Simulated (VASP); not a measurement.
# Ti3Si: single point with r2SCAN

Crystal: Ti3Si.

```
Ti Si
1.0
     0.00000    3.14436    3.14436
     3.14436    0.00000    3.14436
     3.14436    3.14436    0.00000
Ti Si
3 1
Cartesian
  4.7165 4.7165 4.7165
  1.5722 1.5722 1.5722
  0.0000 0.0000 0.0000
  3.1444 3.1444 3.1444
```

```json
{
  "Program": "VASP 6.6.1",
  "Task": "single point",
  "Functional": "r2SCAN",
  "Potentials or basis": "VASP PAW PBE potentials, release 64 (Ti_sv, Si)",
  "Cutoff": "520 eV",
  "k mesh": "8 × 8 × 8",
  "Occupations": "methfessel-paxton, width 0.15 eV",
  "Spin": "no spin polarisation",
  "Dipole correction": "no",
  "Further INCAR settings": "ALGO = Normal; EDIFF = 1e-06; NBANDS = 28"
}
```

```yaml
Pressure: -1.7 GPa
Band_gap_on_the_k_mesh: zero (bands 20 and 21 overlap by 0.50 eV)
```

Levels at points of the mesh, in eV from the Fermi level:
```csv
k point,band 18,band 19,band 20,band 21,band 22,band 23
"(0.00, 0.00, 0.00)",-2.12,-0.09,-0.09,-0.09,2.44,2.47
"(0.50, 0.00, 0.00)",-0.46,-0.45,-0.27,-0.27,0.69,1.02
"(0.50, 0.50, 0.00)",-2.15,-0.34,-0.16,-0.16,1.32,1.37
```

Run time: 110 s on 1 thread of Intel(R) Xeon(R) 6975P-C (Granite Rapids), with other jobs on the host, peak memory 0.23 GiB.

Caveat: the PAW data sets were made with another functional, which shifts forces and pressure a little.
